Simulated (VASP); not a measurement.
# BIr4 (Pm-3m) in VASP: single point with PBE

Aim: the single point of BIr4 with PBE.

Program: VASP 6.6.1. These are calculated values, not measurements. Logs are shortened: lines on timing, memory, paths and dates and some standing lists are left out, and cuts for length are marked.

### 1 The cell of the first run

Symmetry: Pm-3m, No. 221, cubic system. The conventional cell has a = 3.984 Å, b = 3.984 Å, c = 3.984 Å, α = 90.00°, β = 90.00°, γ = 90.00°. B (site symmetry m-3m) has 6 Ir at 1.99 Å within 2.6 Å. Ir (site symmetry 4/mmm) has 2 B at 1.99 Å within 2.6 Å. Ir (site symmetry m-3m) has 12 Ir at 2.82 Å and 8 B at 3.45 Å within 3.7 Å.

### 2 Single point, PBE

INCAR

```
PREC = Accurate
ENCUT = 520
EDIFF = 1E-6
ISMEAR = 0
SIGMA = 0.1
LREAL = False
LASPH = True
NELM = 60
ALGO = Normal
ISIF = 2
LWAVE = False
LCHARG = True
GGA = PE
LELF = True
LVHAR = True
NBANDS = 28
```

KPOINTS

```
regular mesh
0
Gamma
  4 4 4
```

POSCAR

```
BIr4
1.0
    3.9839673700      0.0000000000      0.0000000000
    0.0000000000      3.9839673700      0.0000000000
    0.0000000000      0.0000000000      3.9839673700
B Ir
1 4
Direct
    0.0000000000      0.0000000000      0.0000000000
    0.5000000000      0.0000000000      0.0000000000
    0.0000000000      0.5000000000      0.0000000000
    0.0000000000      0.0000000000      0.5000000000
    0.5000000000      0.5000000000      0.5000000000
```

Potentials or basis: VASP PAW PBE potentials, release 64 (B, Ir).

Run with:

```
$ cat potpaw_PBE.64/B/POTCAR potpaw_PBE.64/Ir/POTCAR > POTCAR
$ mpirun -np 1 vasp_std > vasp.out
```

OUTCAR:

```text
PREC = Accurate
   ENCUT = 520
   EDIFF = 1E-6
   ISMEAR = 0
   LREAL = False
   LASPH = True
   NELM = 60
   ISIF = 2
   GGA = PE

 ion  position               nearest neighbor table
   1  0.000  0.000  0.000-   2 1.99   3 1.99   4 1.99   4 1.99   3 1.99   2 1.99
   2  0.500  0.000  0.000-   1 1.99   1 1.99   4 2.82   5 2.82   4 2.82   5 2.82   3 2.82   5 2.82
                             5 2.82   3 2.82   3 2.82   4 2.82   4 2.82   3 2.82
   3  0.000  0.500  0.000-   1 1.99   1 1.99   4 2.82   5 2.82   4 2.82   5 2.82   2 2.82   2 2.82
                             4 2.82   4 2.82   2 2.82   5 2.82   5 2.82   2 2.82
   4  0.000  0.000  0.500-   1 1.99   1 1.99   3 2.82   5 2.82   2 2.82   2 2.82   3 2.82   3 2.82
                             5 2.82   3 2.82   2 2.82   5 2.82   2 2.82   5 2.82
   5  0.500  0.500  0.500-   2 2.82   3 2.82   4 2.82   2 2.82   3 2.82   2 2.82   4 2.82   2 2.82
                             3 2.82   4 2.82   3 2.82   4 2.82

  LATTYP: Found a simple cubic cell.
 ALAT       =     3.9839673700

  Lattice vectors:

 A1 = (   3.9839673700,   0.0000000000,   0.0000000000)
 A2 = (   0.0000000000,   3.9839673700,   0.0000000000)
 A3 = (   0.0000000000,   0.0000000000,   3.9839673700)

Analysis of symmetry for initial positions (statically):
=====================================================================
 Subroutine PRICEL returns:
 Original cell was already a primitive cell.

 Routine SETGRP: Setting up the symmetry group for a
 simple cubic supercell.

 Subroutine GETGRP returns: Found 48 space group operations
 (whereof 48 operations were pure point group operations)
 out of a pool of 48 trial point group operations.

The static configuration has the point symmetry O_h .

Analysis of symmetry for dynamics (positions and initial velocities):
=====================================================================
 Subroutine PRICEL returns:
 Original cell was already a primitive cell.

 Routine SETGRP: Setting up the symmetry group for a
 simple cubic supercell.

 Subroutine GETGRP returns: Found 48 space group operations
 (whereof 48 operations were pure point group operations)
 out of a pool of 48 trial point group operations.

The dynamic configuration has the point symmetry O_h .

 Subroutine INISYM returns: Found 48 space group operations
 (whereof 48 operations are pure point group operations),
 and found     1 'primitive' translations

----------------------------------------------------------------------------------------

                                     Primitive cell

  volume of cell :      63.2335

  direct lattice vectors                    reciprocal lattice vectors
     3.983967370  0.000000000  0.000000000     0.251006072  0.000000000  0.000000000
     0.000000000  3.983967370  0.000000000     0.000000000  0.251006072  0.000000000
     0.000000000  0.000000000  3.983967370     0.000000000  0.000000000  0.251006072

  length of vectors
     3.983967370  3.983967370  3.983967370     0.251006072  0.251006072  0.251006072

  position of ions in fractional coordinates (direct lattice)
     0.000000000  0.000000000  0.000000000
     0.500000000  0.000000000  0.000000000
     0.000000000  0.500000000  0.000000000
     0.000000000  0.000000000  0.500000000
     0.500000000  0.500000000  0.500000000

  ion indices of the primitive-cell ions
   primitive index   ion index
                 1           1
                 2           2
                 3           3
                 4           4
                 5           5

----------------------------------------------------------------------------------------

 KPOINTS: regular mesh

Automatic generation of k-mesh.
 Grid dimensions read from file:
 generate k-points for:    4    4    4

 Generating k-lattice:

  Cartesian coordinates                     Fractional coordinates (reciprocal lattice)
     0.062751518  0.000000000  0.000000000     0.250000000  0.000000000  0.000000000
     0.000000000  0.062751518  0.000000000     0.000000000  0.250000000  0.000000000
     0.000000000  0.000000000  0.062751518     0.000000000  0.000000000  0.250000000

  Length of vectors
     0.062751518  0.062751518  0.062751518

  Shift w.r.t. Gamma in fractional coordinates (k-lattice)
     0.000000000  0.000000000  0.000000000

 Subroutine IBZKPT returns following result:
 ===========================================

 Found     10 irreducible k-points:

 Following reciprocal coordinates:
            Coordinates               Weight
  0.000000  0.000000  0.000000      1.000000
  0.250000  0.000000  0.000000      6.000000
  0.500000  0.000000  0.000000      3.000000
  0.250000  0.250000  0.000000     12.000000
  0.500000  0.250000  0.000000     12.000000
  0.500000  0.500000  0.000000      3.000000
  0.250000  0.250000  0.250000      8.000000
  0.500000  0.250000  0.250000     12.000000
  0.500000  0.500000  0.250000      6.000000
  0.500000  0.500000  0.500000      1.000000
   k-points           NKPTS =     10   k-points in BZ     NKDIM =     10   number of bands    NBANDS=     28
   number of dos      NEDOS =    301   number of ions     NIONS =      5
   total plane-waves  NPLWV =  27000
   dimension x,y,z NGX =    30 NGY =   30 NGZ =   30
   dimension x,y,z NGXF=    60 NGYF=   60 NGZF=   60
   ions per type =               1   4
   NGX,Y,Z   is equivalent  to a cutoff of  12.52, 12.52, 12.52 a.u.
   NGXF,Y,Z  is equivalent  to a cutoff of  25.04, 25.04, 25.04 a.u.
 SYSTEM =  unknown system
   PREC   = accura    normal or accurate (medium, high low for compatibility)
   ISTART =      0    job   : 0-new  1-cont  2-samecut
   ICHARG =      2    charge: 1-file 2-atom 10-const
   ISPIN  =      1    spin polarized calculation?
   LNONCOLLINEAR =      F non collinear calculations
   LSORBIT =      F    spin-orbit coupling
   LASPH  =      T    aspherical Exc in radial PAW
   ENCUT  =  520.0 eV  38.22 Ry    6.18 a.u.   7.41  7.41  7.41*2*pi/ulx,y,z
   NELM   =     60;   NELMIN=  2; NELMDL= -5     # of ELM steps
   EDIFF  = 0.1E-05   stopping-criterion for ELM
   LREAL  =      F    real-space projection
   EDIFFG = 0.1E-04   stopping-criterion for IOM
   NSW    =      0    number of steps for IOM
   IBRION =     -1    ionic relax: 0-MD 1-quasi-New 2-CG
   NFREE  =      0    steps in history (QN), initial steepest desc. (CG)
   ISIF   =      2    stress and relaxation
   ISYM   =      2    0-nonsym 1-usesym 2-fastsym
   POTIM  = 0.5000    time-step for ionic-motion
   TEBEG  =    0.0;   TEEND  =   0.0 temperature during run
   PSTRESS=    0.0 pullay stress
   NELECT =      39.0000    total number of electrons
   NUPDOWN=      -1.0000    fix difference up-down
   EMIN   =  10.00;   EMAX   =-10.00  energy-range for DOS
   EFERMI =   0.00;   METHOD = LEGACY
   ISMEAR =     0;   SIGMA  =   0.10  broadening in eV -4-tet -1-fermi 0-gaus
   EFERMI_NEDOS =   21; number of points for ismear=-14 and -15
   IALGO  =     38    algorithm
   IMIX   =      4    mixing-type and parameters
     AMIX     =   0.40;   BMIX     =  1.00
     AMIX_MAG =   1.60;   BMIX_MAG =  1.00
  volume/ion in A,a.u.               =      12.65        85.34
  Fermi-wavevector in a.u.,A,eV,Ry     =   1.393522  2.633375 26.421214  1.941904
  Thomas-Fermi vector in A             =   2.517160
   LORBIT       =      0    0 simple, 1 ext, 2 COOP (PROOUT), +10 PAW based schemes
   GGA     = PE    functional components
   LHFCALC =     F    Hartree Fock is set to
   AEXX    =    0.0000 exact exchange contribution
   IVDW    =     0    specifies the selected vdW correction
   LEPSILON=     F    determine dielectric tensor
   LRPA    =     F    only Hartree local field effects (RPA)
 non-spin polarized calculation
 Gauss-broadening in eV      SIGMA  =   0.10
  energy-cutoff  :      520.00
  volume of cell :       63.23
 maximum number of plane-waves:      1743
 NGX is ok and might be reduce to    30
   NGX = 15   NGY = 15   NGZ = 15

 number of electron      39.0000015 magnetization

 Free energy of the ion-electron system (eV)
  ---------------------------------------------------
  ext. energy  EPLUGINS =         0.00000000
  ---------------------------------------------------
  free energy    TOTEN  =       -39.69085426 eV

  energy without entropy =      -39.65653376  energy(sigma->0) =      -39.67369401

 E-fermi :   9.9273     XC(G=0): -13.7365

 val. band max:        9.8901271845   @ k =   0.5000   0.2500   0.0000
 cond. band min:       9.9294628881   @ k =   0.5000   0.5000   0.5000
 fundamental gap:      0.0393357036
 Fermi energy:         9.9273219036

 k-point     1 :       0.0000    0.0000    0.0000
  band No.  band energies     occupation
      1      -3.6192      2.00000
      2       0.9955      2.00000
      3       3.0120      2.00000
      4       3.0120      2.00000
      5       3.0120      2.00000
      6       3.0317      2.00000
[... 20 lines left out ...]
     27      15.1922      0.00000
     28      17.9705      0.00000

 k-point     2 :       0.2500    0.0000    0.0000
  band No.  band energies     occupation
      1      -2.9924      2.00000
      2       1.5935      2.00000
      3       3.2843      2.00000
      4       3.3362      2.00000
      5       3.4015      2.00000
      6       3.4015      2.00000
[... 20 lines left out ...]
     27      16.6816      0.00000
     28      16.6816      0.00000

 k-point     3 :       0.5000    0.0000    0.0000
  band No.  band energies     occupation
      1      -2.0198      2.00000
      2       1.6326      2.00000
      3       3.4118      2.00000
      4       3.5482      2.00000
      5       3.9056      2.00000
      6       4.1926      2.00000
[... 182 lines left out ...]
      3       0.6981      2.00000
      4       2.9191      2.00000
      5       3.1806      2.00000
      6       4.8231      2.00000
[... 20 lines left out ...]
     27      16.3967      0.00000
     28      17.3933      0.00000

 k-point    10 :       0.5000    0.5000    0.5000
  band No.  band energies     occupation
      1       0.3075      2.00000
      2       0.3075      2.00000
      3       0.3075      2.00000
      4       2.6889      2.00000
      5       2.7341      2.00000
      6       4.6629      2.00000
[... 20 lines left out ...]
     27      14.6909      0.00000
     28      16.0546      0.00000

------------------------ aborting loop because EDIFF is reached ----------------------------------------

  FORCE on cell =-STRESS in cart. coord.  units (eV):
  Direction    XX          YY          ZZ          XY          YZ          ZX
  --------------------------------------------------------------------------------------
  -------------------------------------------------------------------------------------
  Total       11.0384365     11.0384365     11.0384365     -0.0000000     -0.0000000      0.0000000
  in kB      279.6860652    279.6860652    279.6860652     -0.0000000     -0.0000000      0.0000000
  external PRESSURE =     279.6860652 kB  Pullay stress =       0.0000000 kB

 VOLUME and BASIS-vectors are now :
 -----------------------------------------------------------------------------
  energy-cutoff  :      520.00
  volume of cell :       63.23
      direct lattice vectors                 reciprocal lattice vectors
     3.983967370  0.000000000  0.000000000     0.251006072  0.000000000  0.000000000
     0.000000000  3.983967370  0.000000000     0.000000000  0.251006072  0.000000000
     0.000000000  0.000000000  3.983967370     0.000000000  0.000000000  0.251006072

 POSITION                                       TOTAL-FORCE (eV/Angst)
 -----------------------------------------------------------------------------------
      0.00000      0.00000      0.00000         0.000000      0.000000      0.000000
      1.99198      0.00000      0.00000         0.000000      0.000000      0.000000
      0.00000      1.99198      0.00000         0.000000      0.000000      0.000000
      0.00000      0.00000      1.99198         0.000000      0.000000      0.000000
      1.99198      1.99198      1.99198         0.000000      0.000000      0.000000
 -----------------------------------------------------------------------------------
    total drift:                                0.000000     -0.000000      0.000000

  FREE ENERGIE OF THE ION-ELECTRON SYSTEM (eV)
  ---------------------------------------------------
  free  energy   TOTEN  =       -39.6908542650 eV

  energy  without entropy=      -39.6565337621  energy(sigma->0) =      -39.67369401
```

It took 23 s on 1 thread of Intel Xeon 6975P-C, shared host; peak memory 0.17 GiB.

What came out:

| Property | Result |
| --- | --- |
| Free energy | -39.6909 eV |
| Pressure | 28.0 GPa |

Levels at points of the mesh, in eV from the Fermi level:
```tsv
k point	band 17	band 18	band 19	band 20	band 21	band 22
(0.00, 0.00, 0.00)	0.19	0.47	0.62	0.62	0.62	1.23
(0.50, 0.00, 0.00)	-2.03	-1.82	-1.39	-0.22	0.62	1.23
(0.50, 0.50, 0.00)	-1.83	-1.40	-1.40	-1.37	1.44	1.44
(0.50, 0.50, 0.50)	0.00	0.00	0.00	0.27	0.27	0.27
```

Caveat: the k points lie up to 0.39 Å⁻¹ apart; spin-orbit coupling is left out, which moves the levels of the heavy elements.
